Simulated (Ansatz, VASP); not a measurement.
# ScAl2: VASP beside Ansatz

The input INCAR:

```
PREC = Accurate
ENCUT = 520
EDIFF = 1E-7
ISMEAR = -1
SIGMA = 0.2
LREAL = F
LASPH = T
NELM = 80
ALGO = Fast
ISIF = 2
LWAVE = F
LCHARG = F
GGA = PS
NBANDS = 26
```

Contents of KPOINTS:

```
Automatic mesh
0
Gamma
  8 8 8
```

File POSCAR:

```
ScAl2
1.0
    0.0000000000      3.7776526849      3.7776526849
    3.7776526849      0.0000000000      3.7776526849
    3.7776526849      3.7776526849      0.0000000000
Sc Al
2 4
Direct
    0.5000000000      0.5000000000      0.5000000000
    0.7500000000      0.7500000000      0.7500000000
    0.1250000000      0.1250000000      0.1250000000
    0.6250000000      0.1250000000      0.1250000000
    0.1250000000      0.6250000000      0.1250000000
    0.1250000000      0.1250000000      0.6250000000
```

Input for Ansatz:

```yaml
crystal:
  lattice:
    - [0.0, 3.7776526849, 3.7776526849]
    - [3.7776526849, 0.0, 3.7776526849]
    - [3.7776526849, 3.7776526849, 0.0]
  atoms:
    - { symbol: Sc, position: [0.5, 0.5, 0.5] }
    - { symbol: Sc, position: [0.75, 0.75, 0.75] }
    - { symbol: Al, position: [0.125, 0.125, 0.125] }
    - { symbol: Al, position: [0.625, 0.125, 0.125] }
    - { symbol: Al, position: [0.125, 0.625, 0.125] }
    - { symbol: Al, position: [0.125, 0.125, 0.625] }
basis:
  ecutwfc: 420
kpoints:
  mp_grid: { grid: [8, 8, 8] }
hamiltonian:
  xc: pbesol
scf:
  occupations: { method: fermi_dirac, width: 0.2 }
output:
  forces: true
  stress: true
  eigenvalues: true
```

Alike in both runs: task single point; functional PBEsol; k mesh 8 × 8 × 8; occupations fermi-dirac, width 0.2 eV; no spin polarisation.

|  | VASP | Ansatz |
| --- | --- | --- |
| version | VASP 6.6.1 | Ansatz 0.2.0 |
| potentials or method | VASP PAW PBE potentials, release 64 (Sc_sv, Al), cutoff 520 eV | scalar-relativistic, plane waves, PAW |
| valence electrons in the cell | 34 | 34 |

```tsv
	VASP	Ansatz	Ansatz less VASP
gap on the k mesh at the Fermi level (eV)	none	none	-
pressure (GPa)	-0.7	-0.8	-0.12
```

VASP's potentials were made for PBE, not for PBEsol. A gap of «none» marks a metal or a gap that the smearing closes. With one functional, cell and mesh, what is left measures potentials, basis and numerics.
